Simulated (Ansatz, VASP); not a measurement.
# One calculation of Li3Si2N, two programs

```
Li Si N
1.0
     2.31131   -4.09348    0.00000
     2.31131    4.09348    0.00000
     0.00000    0.00000    5.13981
Li Si N
3 2 1
Direct
  0.00000 0.00000 0.22363
  0.00000 0.00000 0.77637
  0.50000 0.50000 0.50000
  0.70911 0.29089 0.00000
  0.29089 0.70911 0.00000
  0.50000 0.50000 0.00000
```

Alike in both runs: functional PBE; k mesh 10 × 10 × 8; occupations gaussian, width 0.1 eV; no spin polarisation.

Ansatz relaxed the structure, and its values are those at the end. VASP's run is a single point on that final structure, the one shown.

|  | VASP | Ansatz |
| --- | --- | --- |
| version | VASP 6.6.1 | Ansatz 0.2.0 |
| potentials or method | VASP PAW PBE potentials, release 64 (Li_sv, Si, N), cutoff 520 eV | scalar-relativistic, plane waves, PAW |
| valence electrons in the cell | 22 | 22 |

Ansatz gave:

| Property | Result |
| --- | --- |
| gap on the k mesh at the Fermi level (eV) | none |
| rms of the force components (eV/Å) | 0.001 |

Task: Which values does VASP return?

Result: gap on the k mesh at the Fermi level (eV): none; rms of the force components (eV/Å): 0.007.

A gap of «none» marks a metal or a gap that the smearing closes. With one functional, cell and mesh, what is left measures potentials, basis and numerics.

Noted on VASP's run: the cutoff is under 1.25 times that of the potentials, so the pressure is a little rough.
